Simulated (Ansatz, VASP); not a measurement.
## SrO in VASP and in Ansatz

```xyz
2
Lattice="3.4780 0.0000 0.0000 -1.7390 3.0121 0.0000 0.0000 0.0000 3.1580" Properties=species:S:1:pos:R:3 pbc="T T T"
Sr    0.0000    0.0000    0.0000
O     1.7390    1.0040    1.5790
```

Alike in both runs: functional PBEsol; k mesh 12 × 12 × 10; occupations gaussian, width 0.05 eV; no spin polarisation.

Ansatz relaxed the structure, and its values are those at the end. VASP's run is a single point on that final structure, the one shown.

|  | VASP | Ansatz |
| --- | --- | --- |
| version | VASP 6.6.1 | Ansatz 0.2.0 |
| potentials or method | VASP PAW PBE potentials, release 64 (Sr_sv, O), cutoff 520 eV | scalar-relativistic, plane waves, PAW |
| valence electrons in the cell | 16 | 16 |

|  | VASP | Ansatz | Ansatz less VASP |
| --- | --- | --- | --- |
| gap on the k mesh at the Fermi level (eV) | 2.79 | 2.81 | +0.023 |
| least direct gap on the mesh (eV) | 2.79 | 2.81 | +0.023 |
| pressure (GPa) | 0.7 | 0.0 | -0.71 |

VASP's potentials were made for PBE, not for PBEsol. The functional is the same, so the differences come from potentials, cutoffs and numerics.
